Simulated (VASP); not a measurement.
# LiS12 (P-31m) in VASP: single point with PBE+D3(BJ)

Aim: the single point of LiS12 with PBE+D3(BJ).

All numbers are computed with VASP 6.6.1; they aren't measurements. Logs are shortened: lines on timing, memory, paths and dates and some standing lists are left out, and cuts for length are marked.

## (1) The cell of the first run

The structure is trigonal, space group P-31m (No. 162). The conventional cell has a = 5.866 Å, b = 5.866 Å, c = 7.396 Å, α = 90.00°, β = 90.00°, γ = 120.00°. Within 3.0 Å of Li (site symmetry -3m) lie 12 S at 2.24 to 2.95 Å. Within 3.0 Å of S (site symmetry m) lie 1 Li at 2.24 Å and 6 S at 2.25 to 2.94 Å. Within 3.0 Å of S (site symmetry m) lie 3 S at 2.25 Å and 1 Li at 2.95 Å.

## (2) Single point, PBE+D3(BJ)

INCAR

```
PREC     = Accurate       # precision mode
ENCUT    = 520            # plane-wave cutoff, eV
EDIFF    = 1E-6           # SCF threshold, eV
ISMEAR   = 0              # smearing method
SIGMA    = 0.1            # smearing width, eV
LREAL    = False          # projectors in reciprocal space
LASPH    = True           # aspherical terms in the spheres
NELM     = 80             # most SCF steps
ALGO     = Normal         # electronic algorithm
ISIF     = 2              # what is computed and relaxed
LWAVE    = False          # write WAVECAR
LCHARG   = False          # write CHGCAR
GGA      = PE             # functional
IVDW     = 12             # dispersion correction
NBANDS   = 50             # bands
```

KPOINTS

```
regular mesh
0
Gamma
  3 3 4
```

POSCAR

```
LiS12
1.0
    5.8663475800      0.0000000000      0.0000000000
   -2.9331737900      5.0804060300      0.0000000000
    0.0000000000      0.0000000000      7.3964924200
Li S
1 12
Direct
    0.0000000000      0.0000000000      0.0000000000
    0.0000000000      0.6666666700      0.8512808600
    0.6666666700      0.0000000000      0.8512808600
    0.3333333300      0.3333333300      0.8512808600
    0.6666666700      0.6666666700      0.7007708400
    0.3333333300      0.0000000000      0.7007708400
    0.0000000000      0.3333333300      0.7007708400
    0.0000000000      0.6666666700      0.2992291600
    0.6666666700      0.0000000000      0.2992291600
    0.3333333300      0.3333333300      0.2992291600
    0.6666666700      0.6666666700      0.1487191400
    0.3333333300      0.0000000000      0.1487191400
    0.0000000000      0.3333333300      0.1487191400
```

Potentials or basis: VASP PAW PBE potentials, release 64 (Li_sv, S).

On the command line:

```
cat potpaw_PBE.64/Li_sv/POTCAR potpaw_PBE.64/S/POTCAR > POTCAR
mpirun -np 1 vasp_std > vasp.out
```

OUTCAR:

```text
PREC = Accurate
   ENCUT = 520
   EDIFF = 1E-6
   ISMEAR = 0
   LREAL = False
   LASPH = True
   NELM = 80
   ISIF = 2
   GGA = PE
   IVDW = 12
 IVDW          = 12

 ion  position               nearest neighbor table
   1  0.000  0.000  0.000-   2 2.24   4 2.24  11 2.24  13 2.24  12 2.24   3 2.24
   2  0.000  0.667  0.851-   1 2.24   6 2.25   5 2.25   7 2.25
   3  0.667  0.000  0.851-   1 2.24   5 2.25   7 2.25   6 2.25
   4  0.333  0.333  0.851-   1 2.24   6 2.25   7 2.25   5 2.25
   5  0.667  0.667  0.701-   3 2.25   2 2.25   4 2.25
   6  0.333  0.000  0.701-   2 2.25   4 2.25   3 2.25
   7  0.000  0.333  0.701-   3 2.25   4 2.25   2 2.25
   8  0.000  0.667  0.299-  12 2.25  11 2.25  13 2.25
   9  0.667  0.000  0.299-  11 2.25  13 2.25  12 2.25
  10  0.333  0.333  0.299-  12 2.25  13 2.25  11 2.25
  11  0.667  0.667  0.149-   1 2.24   9 2.25   8 2.25  10 2.25
  12  0.333  0.000  0.149-   1 2.24   8 2.25  10 2.25   9 2.25
  13  0.000  0.333  0.149-   1 2.24   9 2.25  10 2.25   8 2.25

  LATTYP: Found a hexagonal cell.
 ALAT       =     5.8663475800
 C/A-ratio  =     1.2608343299

  Lattice vectors:

 A1 = (   5.8663475800,   0.0000000000,   0.0000000000)
 A2 = (  -2.9331737900,   5.0804060300,   0.0000000000)
 A3 = (   0.0000000000,   0.0000000000,   7.3964924200)

Analysis of symmetry for initial positions (statically):
=====================================================================
 Subroutine PRICEL returns:
 Original cell was already a primitive cell.

 Routine SETGRP: Setting up the symmetry group for a
 hexagonal supercell.

 Subroutine GETGRP returns: Found 12 space group operations
 (whereof 12 operations were pure point group operations)
 out of a pool of 24 trial point group operations.

The static configuration has the point symmetry D_3d.

Analysis of symmetry for dynamics (positions and initial velocities):
=====================================================================
 Subroutine PRICEL returns:
 Original cell was already a primitive cell.

 Routine SETGRP: Setting up the symmetry group for a
 hexagonal supercell.

 Subroutine GETGRP returns: Found 12 space group operations
 (whereof 12 operations were pure point group operations)
 out of a pool of 24 trial point group operations.

The dynamic configuration has the point symmetry D_3d.

 Subroutine INISYM returns: Found 12 space group operations
 (whereof 12 operations are pure point group operations),
 and found     1 'primitive' translations

----------------------------------------------------------------------------------------

                                     Primitive cell

  volume of cell :     220.4408

  direct lattice vectors                    reciprocal lattice vectors
     5.866347580  0.000000000  0.000000000     0.170463817  0.098417331  0.000000000
    -2.933173790  5.080406030  0.000000000     0.000000000  0.196834661  0.000000000
     0.000000000  0.000000000  7.396492420     0.000000000  0.000000000  0.135199219

  length of vectors
     5.866347580  5.866347579  7.396492420     0.196834661  0.196834661  0.135199219

  position of ions in fractional coordinates (direct lattice)
     0.000000000  0.000000000  0.000000000
     0.000000000  0.666666670  0.851280860
     0.666666670  0.000000000  0.851280860
     0.333333330  0.333333330  0.851280860
     0.666666670  0.666666670  0.700770840
     0.333333330  0.000000000  0.700770840
     0.000000000  0.333333330  0.700770840
     0.000000000  0.666666670  0.299229160
     0.666666670  0.000000000  0.299229160
     0.333333330  0.333333330  0.299229160
     0.666666670  0.666666670  0.148719140
     0.333333330  0.000000000  0.148719140
     0.000000000  0.333333330  0.148719140

  ion indices of the primitive-cell ions
   primitive index   ion index
                 1           1
                 2           2
                 3           3
                 4           4
                 5           5
                 6           6
                 7           7
                 8           8
                 9           9
                10          10
                11          11
                12          12
                13          13

----------------------------------------------------------------------------------------

 KPOINTS: regular mesh

Automatic generation of k-mesh.
 Grid dimensions read from file:
 generate k-points for:    3    3    4

 Generating k-lattice:

  Cartesian coordinates                     Fractional coordinates (reciprocal lattice)
     0.056821272  0.032805777  0.000000000     0.333333333  0.000000000  0.000000000
     0.000000000  0.065611554  0.000000000     0.000000000  0.333333333  0.000000000
     0.000000000  0.000000000  0.033799805     0.000000000  0.000000000  0.250000000

  Length of vectors
     0.065611554  0.065611554  0.033799805

  Shift w.r.t. Gamma in fractional coordinates (k-lattice)
     0.000000000  0.000000000  0.000000000

 Subroutine IBZKPT returns following result:
 ===========================================

 Found     10 irreducible k-points:

 Following reciprocal coordinates:
            Coordinates               Weight
  0.000000  0.000000  0.000000      1.000000
  0.333333  0.000000  0.000000      6.000000
  0.333333  0.333333  0.000000      2.000000
  0.000000  0.000000  0.250000      2.000000
  0.333333  0.000000  0.250000     12.000000
  0.333333  0.333333  0.250000      2.000000
 -0.333333 -0.333333  0.250000      2.000000
  0.000000  0.000000  0.500000      1.000000
  0.333333  0.000000  0.500000      6.000000
  0.333333  0.333333  0.500000      2.000000
   k-points           NKPTS =     10   k-points in BZ     NKDIM =     10   number of bands    NBANDS=     50
   number of dos      NEDOS =    301   number of ions     NIONS =     13
   total plane-waves  NPLWV = 129024
   dimension x,y,z NGX =    48 NGY =   48 NGZ =   56
   dimension x,y,z NGXF=    96 NGYF=   96 NGZF=  112
   ions per type =               1  12
   NGX,Y,Z   is equivalent  to a cutoff of  13.60, 13.60, 12.59 a.u.
   NGXF,Y,Z  is equivalent  to a cutoff of  27.21, 27.21, 25.17 a.u.
 SYSTEM =  unknown system
   PREC   = accura    normal or accurate (medium, high low for compatibility)
   ISTART =      0    job   : 0-new  1-cont  2-samecut
   ICHARG =      2    charge: 1-file 2-atom 10-const
   ISPIN  =      1    spin polarized calculation?
   LNONCOLLINEAR =      F non collinear calculations
   LSORBIT =      F    spin-orbit coupling
   LASPH  =      T    aspherical Exc in radial PAW
   ENCUT  =  520.0 eV  38.22 Ry    6.18 a.u.  10.91 10.91 13.75*2*pi/ulx,y,z
   NELM   =     80;   NELMIN=  2; NELMDL= -5     # of ELM steps
   EDIFF  = 0.1E-05   stopping-criterion for ELM
   LREAL  =      F    real-space projection
   EDIFFG = 0.1E-04   stopping-criterion for IOM
   NSW    =      0    number of steps for IOM
   IBRION =     -1    ionic relax: 0-MD 1-quasi-New 2-CG
   NFREE  =      0    steps in history (QN), initial steepest desc. (CG)
   ISIF   =      2    stress and relaxation
   ISYM   =      2    0-nonsym 1-usesym 2-fastsym
   POTIM  = 0.5000    time-step for ionic-motion
   TEBEG  =    0.0;   TEEND  =   0.0 temperature during run
   PSTRESS=    0.0 pullay stress
   NELECT =      75.0000    total number of electrons
   NUPDOWN=      -1.0000    fix difference up-down
   EMIN   =  10.00;   EMAX   =-10.00  energy-range for DOS
   EFERMI =   0.00;   METHOD = LEGACY
   ISMEAR =     0;   SIGMA  =   0.10  broadening in eV -4-tet -1-fermi 0-gaus
   EFERMI_NEDOS =   21; number of points for ismear=-14 and -15
   IALGO  =     38    algorithm
   IMIX   =      4    mixing-type and parameters
     AMIX     =   0.40;   BMIX     =  1.00
     AMIX_MAG =   1.60;   BMIX_MAG =  1.00
  volume/ion in A,a.u.               =      16.96       114.43
  Fermi-wavevector in a.u.,A,eV,Ry     =   1.142873  2.159716 17.771363  1.306158
  Thomas-Fermi vector in A             =   2.279570
   LORBIT       =      0    0 simple, 1 ext, 2 COOP (PROOUT), +10 PAW based schemes
   GGA     = PE    functional components
   LHFCALC =     F    Hartree Fock is set to
   AEXX    =    0.0000 exact exchange contribution
   IVDW    =    12    specifies the selected vdW correction
   LEPSILON=     F    determine dielectric tensor
   LRPA    =     F    only Hartree local field effects (RPA)
 non-spin polarized calculation
 Gauss-broadening in eV      SIGMA  =   0.10
  energy-cutoff  :      520.00
  volume of cell :      220.44
 maximum number of plane-waves:      5943
 NGX is ok and might be reduce to    48
   NGX = 21   NGY = 21   NGZ = 27

 number of electron      74.9999983 magnetization

 Free energy of the ion-electron system (eV)
  ---------------------------------------------------
  ext. energy  EPLUGINS =         0.00000000
  ---------------------------------------------------
  free energy    TOTEN  =       -38.31017525 eV

  energy without entropy =      -38.27809601  energy(sigma->0) =      -38.29413563

 E-fermi :   6.8550     XC(G=0): -10.2060

 val. band max:        6.8076140959   @ k =   0.3333   0.0000   0.2500
 cond. band min:       6.9332397645   @ k =   0.3333   0.0000   0.5000
 fundamental gap:      0.1256256686
 Fermi energy:         6.8550050650

 k-point     1 :       0.0000    0.0000    0.0000
  band No.  band energies     occupation
      1     -38.8934      2.00000
      2     -11.4059      2.00000
      3     -10.6948      2.00000
      4      -7.8894      2.00000
      5      -7.8894      2.00000
      6      -7.7387      2.00000
[... 41 lines left out ...]
     48       9.7370      0.00000
     49       9.7370      0.00000
[... 466 lines left out ...]
     48       9.3508      0.00000
     49       9.4043      0.00000
 [bands above 49 left out]

------------------------ aborting loop because EDIFF is reached ----------------------------------------

 Edisp (eV)   -4.45147

 E8    (eV) :    -1.6180

  FORCE on cell =-STRESS in cart. coord.  units (eV):
  Direction    XX          YY          ZZ          XY          YZ          ZX
  --------------------------------------------------------------------------------------
  -------------------------------------------------------------------------------------
  Total      19.36712    19.36712     2.62772    -0.00000     0.00000    -0.00000
  in kB     140.76139   140.76139    19.09845    -0.00000     0.00000    -0.00000
  external pressure =      100.21 kB  Pullay stress =        0.00 kB

 VOLUME and BASIS-vectors are now :
 -----------------------------------------------------------------------------
  energy-cutoff  :      520.00
  volume of cell :      220.44
      direct lattice vectors                 reciprocal lattice vectors
     5.866347580  0.000000000  0.000000000     0.170463817  0.098417331  0.000000000
    -2.933173790  5.080406030  0.000000000     0.000000000  0.196834661  0.000000000
     0.000000000  0.000000000  7.396492420     0.000000000  0.000000000  0.135199219

 POSITION                                       TOTAL-FORCE (eV/Angst)
 -----------------------------------------------------------------------------------
      0.00000      0.00000      0.00000         0.000000      0.000000     -0.000000
     -1.95545      3.38694      6.29649         0.040589     -0.070302     -0.218208
      3.91090      0.00000      6.29649        -0.081177      0.000000     -0.218208
      0.97772      1.69347      6.29649         0.040589      0.070302     -0.218208
      1.95545      3.38694      5.18325         0.299591      0.518907     -0.391354
      1.95545      0.00000      5.18325        -0.599182      0.000000     -0.391354
     -0.97772      1.69347      5.18325         0.299591     -0.518907     -0.391354
     -1.95545      3.38694      2.21325        -0.299591      0.518907      0.391354
      3.91090      0.00000      2.21325         0.599182     -0.000000      0.391354
      0.97772      1.69347      2.21325        -0.299591     -0.518907      0.391354
      1.95545      3.38694      1.10000        -0.040589     -0.070302      0.218208
      1.95545      0.00000      1.10000         0.081177      0.000000      0.218208
     -0.97772      1.69347      1.10000        -0.040589      0.070302      0.218208
 -----------------------------------------------------------------------------------
    total drift:                               -0.000000      0.000000      0.000000

  FREE ENERGIE OF THE ION-ELECTRON SYSTEM (eV)
  ---------------------------------------------------
  free  energy   TOTEN  =       -42.7616487087 eV

  energy  without entropy=      -42.7295694634  energy(sigma->0) =      -42.74560909
```

Run time: 2.1 min. Hardware: 1 thread of AMD EPYC 7R13 (Zen 3), shared host; peak memory 0.32 GiB.

What came out:

- Free energy: -42.7616 eV
- Largest force: 0.716 eV/Å
- Dispersion energy per atom: -0.342 eV

Forces on the atoms (eV/Å):
```
Li   0.000  0.000  0.000
S    0.041 -0.070 -0.218
S   -0.081  0.000 -0.218
S    0.041  0.070 -0.218
S    0.300  0.519 -0.391
S   -0.599  0.000 -0.391
S    0.300 -0.519 -0.391
S   -0.300  0.519  0.391
S    0.599  0.000  0.391
S   -0.300 -0.519  0.391
S   -0.041 -0.070  0.218
S    0.081  0.000  0.218
S   -0.041  0.070  0.218
```

Caveat: the k points lie up to 0.41 Å⁻¹ apart; the cutoff is under 1.25 times the usual one of these potentials, so pressure, stress and relaxed cells hold a basis-set (Pulay) error; pairwise dispersion overbinds metals, which lowers pressure and volume.
